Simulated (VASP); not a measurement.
Input of a VASP 6.6.1 run:

The input INCAR:

```
SYSTEM = InO
ALGO = Normal
EDIFF = 1E-6
ENCUT = 600
GGA = PE
GGA_COMPAT = .FALSE.
ISIF = 2
ISMEAR = 0
IVDW = 12
LASPH = .TRUE.
LCHARG = .FALSE.
LREAL = .FALSE.
LWAVE = .FALSE.
NBANDS = 27
NELM = 120
PREC = Accurate
SIGMA = 0.05
```

The input KPOINTS:

```
k-points
0
G
  12 12 4
  0 0 0
```

POSCAR

```
InO
1.0
    3.6207095896      0.0000000000      0.0000000000
   -1.8103547948      3.1356264843      0.0000000000
    0.0000000000      0.0000000000     14.2242908260
In O
2 2
Direct
    0.6666666667      0.3333333333      0.5895266171
    0.6666666667      0.3333333333      0.4104733829
    0.0000000000      0.0000000000      0.6398766426
    0.0000000000      0.0000000000      0.3601233574
```

Potentials or basis: VASP PAW PBE potentials, release 64 (In_d, O).

Launch:

```console
$ cat potpaw_PBE.64/In_d/POTCAR potpaw_PBE.64/O/POTCAR > POTCAR
$ mpirun -np 1 vasp_std > vasp.out
```

**Question.** Estimate the largest force.

**Answer.** 2.409 eV/Å.

**Question.** Estimate the dispersion energy per atom.

**Answer.** -0.136 eV.

**Question.** Predict the band gap on the k mesh.

**Answer.** 0.33 eV (least direct gap 0.90 eV).

Forces on the atoms (eV/Å):
```
In   0.000  0.000  2.409
In   0.000  0.000 -2.409
O    0.000  0.000 -0.143
O    0.000  0.000  0.143
```

Caveat: spin-orbit coupling is left out, which moves the levels of the heavy elements.
